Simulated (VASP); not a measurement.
A run of VASP 6.6.1 is set up as follows.

The input INCAR:

```
SYSTEM = Al2P3
  PREC = Accurate
  ENCUT = 520
  EDIFF = 1E-7
  ISMEAR = 0
  SIGMA = 0.1
  LREAL = .FALSE.
  LASPH = .TRUE.
  NELM = 80
  ALGO = Normal
  ISIF = 2
  LWAVE = .FALSE.
  LCHARG = .FALSE.
  GGA = PE
  NBANDS = 32
```

KPOINTS

```
regular mesh
0
G
  6 6 12
  0 0 0
```

The input POSCAR:

```
Al2P3
1.0
    7.1632654749      0.0000000000      0.0000000000
    0.0000000000      7.1632654749      0.0000000000
    0.0000000000      0.0000000000      3.0009840798
Al P
4 6
Direct
    0.8472818808      0.3472818808      0.0000000000
    0.6527181192      0.8472818808      0.0000000000
    0.1527181192      0.6527181192      0.0000000000
    0.3472818808      0.1527181192      0.0000000000
    0.5000000000      0.5000000000      0.0000000000
    0.0000000000      0.0000000000      0.0000000000
    0.6453256525      0.1453256525      0.5000000000
    0.8546743475      0.6453256525      0.5000000000
    0.3546743475      0.8546743475      0.5000000000
    0.1453256525      0.3546743475      0.5000000000
```

Potentials or basis: VASP PAW PBE potentials, release 64 (Al, P).

Command:

```sh
$ cat potpaw_PBE.64/Al/POTCAR potpaw_PBE.64/P/POTCAR > POTCAR
$ mpirun -np 1 vasp_std > vasp.out
```

Problem. Estimate the largest force.

Solution. 0.005 eV/Å.

Problem. What does it give for the band gap on the k mesh?

Solution. Zero (bands 21 and 22 overlap by 3.63 eV).

Problem. Estimate the pressure.

Solution. -0.1 GPa.

Forces on the atoms (eV/Å):
```
Al   0.002  0.002  0.000
Al  -0.002  0.002  0.000
Al  -0.002 -0.002  0.000
Al   0.002 -0.002  0.000
P    0.000  0.000  0.000
P    0.000  0.000  0.000
P   -0.004 -0.004  0.000
P    0.004 -0.004  0.000
P    0.004  0.004  0.000
P   -0.004  0.004  0.000
```
